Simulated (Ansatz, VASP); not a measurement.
**One calculation of BiTe, two programs**

```xyz
2
Lattice="-0.0323 3.2188 3.2188 3.2188 -0.0323 3.2188 3.2188 3.2188 -0.0323" Properties=species:S:1:pos:R:3 pbc="T T T"
Bi    0.0000    0.0000    0.0000
Te    3.2026    3.2026    3.2026
```

Change from the starting cell: equal xy, yz and zx shear strains of -1 %.

Alike in both runs: task single point; functional LDA; k mesh 10 × 10 × 10; occupations fermi-dirac, width 0.08 eV; no spin polarisation.

```csv
,VASP,Ansatz
version,VASP 6.6.1,Ansatz 0.2.0
potentials or method,"VASP PAW LDA potentials, release 64 (Bi_d, Te), cutoff 520 eV","all-electron LAPW, scalar-relativistic"
```

```tsv
	VASP	Ansatz	Ansatz less VASP
pressure (GPa)	-2.8	-2.8	-0.02
```

LDA's correlation is that of Perdew and Zunger in VASP and of Perdew and Wang (1992) in Ansatz. Ansatz ran all-electron here, and VASP with PAW potentials.

Neither program's run includes spin-orbit coupling.
